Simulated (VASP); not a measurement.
The system is Lu.

```
Lu
1.0
     3.89000    0.00000    0.00000
     0.00000    3.89000    0.00000
     0.00000    0.00000    3.89000
Lu
2
Cartesian
  0.0000 0.0000 0.0000
  1.9450 1.9450 1.9450
```

This isn't the form of Lu at room conditions, which is hcp.

| Quantity | Value |
| --- | --- |
| Program | VASP 6.6.1 |
| Task | relaxation of cell and atoms |
| Functional | PBEsol |
| Potentials or basis | VASP PAW PBE potentials, release 64 (Lu) |
| Cutoff | 600 eV |
| k mesh | 6 × 6 × 6 |
| Occupations | fermi-dirac, width 0.1 eV |
| Spin | no spin polarisation |

At the start: pressure -1.8 GPa; volume 29.43 Å³/atom.

How do energy, volume and symmetry change on relaxing?

Over 3 steps the energy falls by 6.8 meV/atom and the volume is 28.26 Å³/atom (-4.0 %); space group Im-3m (No. 229, to 0.1 Å) before and after.

The path:
```
step  energy change (eV)  largest force (eV/Å)  pressure (GPa)  volume (Å³)
   1              0.0000                0.0000           -1.81        58.86
   2             -0.0131                0.0000            0.40        56.08
   3             -0.0136                0.0000            0.02        56.53
```

Final structure:
```
Lu
1.0
     3.83780    0.00000    0.00000
     0.00000    3.83780    0.00000
     0.00000    0.00000    3.83780
Lu
2
Direct
  0.00000 0.00000 0.00000
  0.50000 0.50000 0.50000
```

Caveat: the PAW data sets were made with another functional, which shifts forces and pressure a little.
